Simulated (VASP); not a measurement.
TiAl, 2 atoms in the cell. The structure is hexagonal, space group P-6m2 (No. 187). Conventional cell: a = 3.025 Å, b = 3.025 Å, c = 5.020 Å, α = 90.00°, β = 90.00°, γ = 120.00°. Within 4.0 Å of Ti (site symmetry -6m2) lie 6 Ti at 3.02 Å and 6 Al at 3.06 Å. Al (site symmetry -6m2) has 6 Al at 3.02 Å and 6 Ti at 3.06 Å within 4.0 Å. 

```yaml
Program: VASP 6.6.1
Task: single point
Functional: PBE
Potentials_or_basis: VASP PAW PBE potentials, release 64 (Ti_sv, Al)
Cutoff: 520 eV
k_mesh: 18 × 18 × 10
Occupations: gaussian, width 0.15 eV
Spin: no spin polarisation
Dipole_correction: no
Further_INCAR_settings: ALGO = Fast; EDIFF = 1e-06; NBANDS = 14
```

Potentials or basis: VASP PAW PBE potentials, release 64 (Ti_sv, Al).

Command:

```sh
$ cat potpaw_PBE.64/Ti_sv/POTCAR potpaw_PBE.64/Al/POTCAR > POTCAR
$ mpirun -np 1 vasp_std > vasp.out
```

Hardware: 1 thread of Intel Xeon 6975P-C, with other jobs on the host.

Task: How long does it take, and how much memory?

Result: Run time: 2.8 min on 1 thread of Intel Xeon 6975P-C, with other jobs on the host, peak memory 0.26 GiB. Counts: scf iterations 31, k points 222.
